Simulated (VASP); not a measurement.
Input of a VASP 6.6.1 run:

File INCAR:

```
SYSTEM = SrO
PREC = Accurate
ENCUT = 520
EDIFF = 1E-7
ISMEAR = 0
SIGMA = 0.05
LREAL = .FALSE.
LASPH = .TRUE.
NELM = 60
ALGO = Normal
ISIF = 2
LWAVE = .FALSE.
LCHARG = .FALSE.
GGA = PE
NBANDS = 24
```

File KPOINTS:

```
Automatic mesh
0
G
  9 9 4
  0 0 0
```

File POSCAR:

```
SrO
1.0
    3.6366829075      0.0000000000      0.0000000000
   -1.8183414538      3.1494597834      0.0000000000
    0.0000000000      0.0000000000      6.3468734168
Sr O
2 2
Direct
    0.3333333333      0.6666666667      0.2525973803
    0.6666666667      0.3333333333      0.7525973803
    0.0000000000      0.0000000000     -0.0142247929
    0.0000000000      0.0000000000      0.4857752071
```

Potentials or basis: VASP PAW PBE potentials, release 64 (Sr_sv, O).

Command:

```console
$ cat potpaw_PBE.64/Sr_sv/POTCAR potpaw_PBE.64/O/POTCAR > POTCAR
$ mpirun -np 1 vasp_std > vasp.out
```

(1) What does it give for the largest force?

(2) What does it give for the pressure?

Results:

(1) 0.156 eV/Å.

(2) -2.9 GPa.

Caveat: the cell differs from its parent crystal (atoms displaced along a vibrational mode, the cell strained).
